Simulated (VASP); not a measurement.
Set up this calculation in VASP 6.6.1, as the native input.

| Property | Result |
| --- | --- |
| Task | relaxation of cell and atoms |
| Functional | PBE |
| Potentials or basis | VASP PAW PBE potentials, release 64 (Se) |
| Cutoff | 600 eV |
| k mesh | 12 × 12 × 10 |
| Occupations | fermi-dirac, width 0.05 eV |
| Spin | no spin polarisation |
| Dipole correction | no |
| Further INCAR settings | ALGO = Normal; EDIFF = 1e-07; IBRION = 2; EDIFFG = -0.02; NSW = 80; ISIF = 3 |

The structure of Se lies in POSCAR:

```
Se
1.0
    4.3662000000      0.0000000000      0.0000000000
   -2.1831000000      3.7812400000      0.0000000000
    0.0000000000      0.0000000000      4.9536000000
Se
3
Direct
    0.2254000000      0.0000000000      0.3333333333
    0.0000000000      0.2254000000      0.6666666667
    0.7746000000      0.7746000000      0.0000000000
```

The input as run:

INCAR

```
SYSTEM = Se
PREC = Accurate
ENCUT = 600
EDIFF = 1E-7
ISMEAR = -1
SIGMA = 0.05
LREAL = .FALSE.
LASPH = .TRUE.
NELM = 80
ALGO = Normal
ISIF = 3
LWAVE = .FALSE.
LCHARG = .FALSE.
GGA = PE
IBRION = 2
NSW = 80
EDIFFG = -0.02
```

KPOINTS

```
Automatic mesh
0
G
  12 12 10
  0 0 0
```

Potentials or basis: VASP PAW PBE potentials, release 64 (Se).

Launch:

```bash
$ cat potpaw_PBE.64/Se/POTCAR > POTCAR
$ mpirun -np 1 vasp_std > vasp.out
```

Results of the run:

```yaml
Relaxed_volume: 29.75 Å³/atom
Relaxed_cell: a = 4.519 Å, b = 4.519 Å, c = 5.046 Å, α = 90.00°, β = 90.00°, γ = 120.00°
Space_group_after_relaxing_to_0.1_Å: P3_121 (No. 152)
Energy_gained_by_relaxing: 13.6 meV/atom
Ionic_steps: 16
Pressure_after_relaxing: 0.0 GPa
Band_gap_on_the_k_mesh: 1.01 eV (least direct gap 1.23 eV)
```

Run time: 35 min on 1 thread of Intel Xeon 8259CL, with other jobs on the host, peak memory 0.36 GiB.
